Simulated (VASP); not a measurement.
# GaP (F-43m) in VASP: a series of runs, part 2 of 2

VASP 6.6.1. The steps go on from the part before.

## 4. Single point, LDA

This run uses another cell than the first one, of 18.32 Å³/atom.

INCAR reads:

```
PREC = Accurate
ENCUT = 520
EDIFF = 1E-6
ISMEAR = 0
SIGMA = 0.01
LREAL = False
LASPH = True
NELM = 80
ALGO = Normal
ISIF = 2
LWAVE = False
LCHARG = False
GGA = CA
NBANDS = 16
```

KPOINTS reads:

```
regular mesh
0
Gamma
  8 8 8
```

POSCAR reads:

```
GaP
1.0
    0.0000000000      2.6361962978      2.6361962978
    2.6361962978      0.0000000000      2.6361962978
    2.6361962978      2.6361962978      0.0000000000
Ga P
1 1
Direct
    0.0000000000      0.0000000000      0.0000000000
    0.7500000000      0.7500000000      0.7500000000
```

Potentials or basis: VASP PAW LDA potentials, release 64 (Ga_d, P).

Started as:

```console
cat potpaw_LDA.64/Ga_d/POTCAR potpaw_LDA.64/P/POTCAR > POTCAR
mpirun -np 1 vasp_std > vasp.out
```

OUTCAR:

```text
PREC = Accurate
   ENCUT = 520
   EDIFF = 1E-6
   ISMEAR = 0
   LREAL = False
   LASPH = True
   NELM = 80
   ISIF = 2
   GGA = CA

 ion  position               nearest neighbor table
   1  0.000  0.000  0.000-   2 2.28   2 2.28   2 2.28   2 2.28
   2  0.750  0.750  0.750-   1 2.28   1 2.28   1 2.28   1 2.28

  LATTYP: Found a face centered cubic cell.
 ALAT       =     5.2723925956

  Lattice vectors:

 A1 = (   0.0000000000,   2.6361962978,   2.6361962978)
[... 641 lines left out ...]

------------------------ aborting loop because EDIFF is reached ----------------------------------------

  FORCE on cell =-STRESS in cart. coord.  units (eV):
  Direction    XX          YY          ZZ          XY          YZ          ZX
  --------------------------------------------------------------------------------------
  -------------------------------------------------------------------------------------
  Total        1.6199211      1.6199211      1.6199211      0.0000000      0.0000000     -0.0000000
  in kB       70.8339085     70.8339085     70.8339085      0.0000000      0.0000000     -0.0000000
  external PRESSURE =      70.8339085 kB  Pullay stress =       0.0000000 kB

 VOLUME and BASIS-vectors are now :
 -----------------------------------------------------------------------------
  energy-cutoff  :      520.00
  volume of cell :       36.64
      direct lattice vectors                 reciprocal lattice vectors
     0.000000000  2.636196298  2.636196298    -0.189667211  0.189667211  0.189667211
     2.636196298  0.000000000  2.636196298     0.189667211 -0.189667211  0.189667211
     2.636196298  2.636196298  0.000000000     0.189667211  0.189667211 -0.189667211

 POSITION                                       TOTAL-FORCE (eV/Angst)
 -----------------------------------------------------------------------------------
      0.00000      0.00000      0.00000         0.000000      0.000000      0.000000
      3.95429      3.95429      3.95429        -0.000000     -0.000000     -0.000000
 -----------------------------------------------------------------------------------
    total drift:                               -0.000001     -0.000001     -0.000001

  FREE ENERGIE OF THE ION-ELECTRON SYSTEM (eV)
  ---------------------------------------------------
  free  energy   TOTEN  =       -10.3963879260 eV

  energy  without entropy=      -10.3963879260  energy(sigma->0) =      -10.39638793
```

stdout:

```text
POSCAR found type information on POSCAR GaP
 POSCAR found :  2 types and       2 ions
 scaLAPACK will be used
 LDA part: xc-table for (Slater(with rela. corr.)+CA(PZ))
 , standard interpolation
 POSCAR, INCAR and KPOINTS ok, starting setup
 FFT: planning ... GRIDC
 FFT: planning ... GRID_SOFT
 FFT: planning ... GRID
 WAVECAR not read
 entering main loop
```

It used 7.1 s of CPU time on 1 thread of Intel(R) Xeon(R) Platinum 8559C (Emerald Rapids) (shared host).

Results:

| Item | Value |
| --- | --- |
| Free energy | -10.3964 eV |
| Pressure | 7.1 GPa |
| Band gap on the k mesh | 1.28 eV (least direct gap 2.48 eV) |

Levels at points of the mesh, in eV from the valence-band top:
| k point | band 6 | band 7 | band 8 | band 9 | band 10 | band 11 | band 12 | band 13 |
| --- | --- | --- | --- | --- | --- | --- | --- | --- |
| (0.00, 0.00, 0.00) | -13.31 | 0.00 | 0.00 | 0.00 | 2.48 | 3.75 | 3.75 | 3.75 |
| (0.50, 0.00, 0.00) | -10.87 | -7.32 | -1.28 | -1.28 | 1.83 | 4.59 | 4.59 | 8.21 |
| (0.50, 0.50, 0.00) | -9.82 | -7.34 | -3.08 | -3.08 | 1.28 | 1.56 | 11.21 | 11.21 |

Caveat: the cell stands under pressure.

## 5. Single point, LDA

This run uses another cell than the first one, of 19.38 Å³/atom.

INCAR reads:

```
PREC = Accurate ; ENCUT = 520
EDIFF = 1E-7 ; ISMEAR = 0
SIGMA = 0.01 ; LREAL = False
LASPH = True ; NELM = 60
ALGO = Normal ; ISIF = 2
LWAVE = False ; LCHARG = False
NBANDS = 16
```

KPOINTS is that of step 4.

POSCAR reads:

```
GaP
1.0
    0.0000000000      2.6858640595      2.6858640595
    2.6858640595      0.0000000000      2.6858640595
    2.6858640595      2.6858640595      0.0000000000
Ga P
1 1
Direct
    0.0000000000      0.0000000000      0.0000000000
    0.7500000000      0.7500000000      0.7500000000
```

Started as:

```console
cat potpaw_LDA.64/Ga_d/POTCAR potpaw_LDA.64/P/POTCAR > POTCAR
mpirun -np 1 vasp_std > vasp.out
```

It used 8.2 s of CPU time on 1 thread of Intel(R) Xeon(R) Platinum 8559C (Emerald Rapids) (shared host).

Results (log left out):

| Item | Value |
| --- | --- |
| Free energy | -10.4491 eV |
| Pressure | 1.1 GPa |
| Band gap on the k mesh | 1.41 eV (least direct gap 2.00 eV) |

Levels at points of the mesh, in eV from the valence-band top:
```
           k point  band 6  band 7  band 8  band 9  band 10  band 11  band 12  band 13
(0.00, 0.00, 0.00)  -12.85    0.00    0.00    0.00     2.00     3.78     3.78     3.78
(0.50, 0.00, 0.00)  -10.62   -6.96   -1.19   -1.19     1.65     4.62     4.62     8.13
(0.50, 0.50, 0.00)   -9.64   -7.05   -2.86   -2.86     1.41     1.64    10.79    10.79
```

A k mesh can miss the band edges.

## 6. Single point, LDA

This run uses another cell than the first one, of 19.17 Å³/atom.

INCAR reads:

```
SYSTEM = GaP
PREC = Accurate
ENCUT = 520
EDIFF = 1E-6
ISMEAR = 0
SIGMA = 0.01
LREAL = .False.
LASPH = .True.
NELM = 100
ALGO = Normal
ISIF = 2
LWAVE = .False.
LCHARG = .False.
GGA = CA
NBANDS = 16
```

KPOINTS reads:

```
regular mesh
0
Gamma
  8 8 8
  0 0 0
```

POSCAR reads:

```
GaP
1.0
    0.0000000000      2.6765065893      2.6765065893
    2.6765065893      0.0000000000      2.6765065893
    2.6765065893      2.6765065893      0.0000000000
Ga P
1 1
Direct
    0.0000000000      0.0000000000      0.0000000000
    0.7500000000      0.7500000000      0.7500000000
```

Potentials or basis: VASP PAW LDA potentials, release 64 (Ga_d, P).

Started as:

```console
cat potpaw_LDA.64/Ga_d/POTCAR potpaw_LDA.64/P/POTCAR > POTCAR
mpirun -np 1 vasp_std > vasp.out
```

OUTCAR:

```text
SYSTEM = GaP
   PREC = Accurate
   ENCUT = 520
   EDIFF = 1E-6
   ISMEAR = 0
   LREAL = .False.
   LASPH = .True.
   NELM = 100
   ISIF = 2
   GGA = CA

 ion  position               nearest neighbor table
   1  0.000  0.000  0.000-   2 2.32   2 2.32   2 2.32   2 2.32
   2  0.750  0.750  0.750-   1 2.32   1 2.32   1 2.32   1 2.32

  LATTYP: Found a face centered cubic cell.
 ALAT       =     5.3530131786

  Lattice vectors:

 A1 = (   0.0000000000,   2.6765065893,   2.6765065893)
 A2 = (   2.6765065893,   0.0000000000,   2.6765065893)
 A3 = (   2.6765065893,   2.6765065893,   0.0000000000)

Analysis of symmetry for initial positions (statically):
=====================================================================
 Subroutine PRICEL returns:
 Original cell was already a primitive cell.

 Routine SETGRP: Setting up the symmetry group for a
 face centered cubic supercell.

 Subroutine GETGRP returns: Found 24 space group operations
 (whereof 24 operations were pure point group operations)
 out of a pool of 48 trial point group operations.

The static configuration has the point symmetry T_d .

Analysis of symmetry for dynamics (positions and initial velocities):
[... 162 lines left out ...]
 cond. band min:       6.4635259101   @ k =   0.5000   0.5000   0.0000
 fundamental gap:      1.3840546689
 Fermi energy:         5.2090194750

 k-point     1 :       0.0000    0.0000    0.0000
  band No.  band energies     occupation
      1      -9.7307      2.00000
      2      -9.7307      2.00000
      3      -9.7307      2.00000
      4      -9.6152      2.00000
      5      -9.6152      2.00000
      6      -7.8504      2.00000
[... 433 lines left out ...]
      3      -9.6804      2.00000
      4      -9.6219      2.00000
      5      -9.6067      2.00000
      6      -5.1399      2.00000
[... 8 lines left out ...]
     15      17.1490      0.00000
     16      17.7922      0.00000

 [... further k-points ...]

------------------------ aborting loop because EDIFF is reached ----------------------------------------

  FORCE on cell =-STRESS in cart. coord.  units (eV):
  Direction    XX          YY          ZZ          XY          YZ          ZX
  --------------------------------------------------------------------------------------
  -------------------------------------------------------------------------------------
  Total        0.5037368      0.5037368      0.5037368      0.0000000      0.0000000     -0.0000000
  in kB       21.0464706     21.0464706     21.0464706      0.0000000      0.0000000     -0.0000000
  external PRESSURE =      21.0464706 kB  Pullay stress =       0.0000000 kB

 VOLUME and BASIS-vectors are now :
 -----------------------------------------------------------------------------
  energy-cutoff  :      520.00
  volume of cell :       38.35
      direct lattice vectors                 reciprocal lattice vectors
     0.000000000  2.676506589  2.676506589    -0.186810674  0.186810674  0.186810674
     2.676506589  0.000000000  2.676506589     0.186810674 -0.186810674  0.186810674
     2.676506589  2.676506589  0.000000000     0.186810674  0.186810674 -0.186810674

 POSITION                                       TOTAL-FORCE (eV/Angst)
 -----------------------------------------------------------------------------------
      0.00000      0.00000      0.00000         0.000000      0.000000      0.000000
      4.01476      4.01476      4.01476        -0.000000     -0.000000     -0.000000
 -----------------------------------------------------------------------------------
    total drift:                               -0.000000     -0.000000     -0.000000

  FREE ENERGIE OF THE ION-ELECTRON SYSTEM (eV)
  ---------------------------------------------------
  free  energy   TOTEN  =       -10.4449293599 eV

  energy  without entropy=      -10.4449293599  energy(sigma->0) =      -10.44492936
```

OSZICAR:

```text
N       E                     dE             d eps       ncg     rms          rms(c)
DAV:   1     0.806300054796E+02    0.80630E+02   -0.89951E+03   960   0.161E+03
DAV:   2    -0.451429672581E+01   -0.85144E+02   -0.81139E+02  1040   0.316E+02
DAV:   3    -0.106906488068E+02   -0.61764E+01   -0.61555E+01  1224   0.655E+01
DAV:   4    -0.107877587699E+02   -0.97110E-01   -0.97085E-01  1136   0.883E+00
DAV:   5    -0.107897461518E+02   -0.19874E-02   -0.19873E-02  1208   0.112E+00    0.461E+00
DAV:   6    -0.105029602361E+02    0.28679E+00   -0.37000E-01  1456   0.109E+01    0.298E+00
DAV:   7    -0.104496099177E+02    0.53350E-01   -0.94420E-02  1272   0.220E+00    0.110E+00
DAV:   8    -0.104449764777E+02    0.46334E-02   -0.12189E-02  1112   0.123E+00    0.230E-01
DAV:   9    -0.104449277519E+02    0.48726E-04   -0.10432E-03  1360   0.408E-01    0.624E-02
DAV:  10    -0.104449235921E+02    0.41598E-05   -0.57716E-05  1448   0.956E-02    0.256E-02
DAV:  11    -0.104449296401E+02   -0.60479E-05   -0.10197E-05  1184   0.460E-02    0.903E-03
DAV:  12    -0.104449293599E+02    0.28015E-06   -0.51096E-07   800   0.841E-03
   1 F= -.10444929E+02 E0= -.10444929E+02  d E =-.429020E-77
```

stdout:

```text
POSCAR found type information on POSCAR GaP
 POSCAR found :  2 types and       2 ions
 scaLAPACK will be used
 LDA part: xc-table for (Slater(with rela. corr.)+CA(PZ))
 , standard interpolation
 POSCAR, INCAR and KPOINTS ok, starting setup
 FFT: planning ... GRIDC
 FFT: planning ... GRID_SOFT
 FFT: planning ... GRID
 WAVECAR not read
 entering main loop
```

It used 7.5 s of CPU time on 1 thread of Intel(R) Xeon(R) Platinum 8559C (Emerald Rapids), on a shared host.

Results:

| Property | Result |
| --- | --- |
| Free energy | -10.4449 eV |
| Pressure | 2.1 GPa |
| Band gap on the k mesh | 1.38 eV (least direct gap 2.09 eV) |

## 7. Overview

| cell | gap on the mesh (eV) | pressure (GPa) |
| --- | --- | --- |
| a = 3.699 Å, angles 60.0°, 2 atoms | 1.22 | 10.1 |
| a = 3.655 Å, angles 60.0°, 2 atoms | 1.14 | 15.1 |
| a = 3.728 Å, angles 60.0°, 2 atoms | 1.28 | 7.1 |
| a = 3.798 Å, angles 60.0°, 2 atoms | 1.41 | 1.1 |
| a = 3.785 Å, angles 60.0°, 2 atoms | 1.38 | 2.1 |

Alike in all rows: task single point; level LDA; potentials or basis VASP PAW LDA potentials, release 64 (Ga_d, P); no spin polarisation; k mesh 8 × 8 × 8; cutoff (eV) 520; smearing gaussian 0.01 eV.

Caveats: the cell stands under pressure (at least some runs).

Total energies depend on the potentials used, so only differences within one code and one set of settings carry meaning.
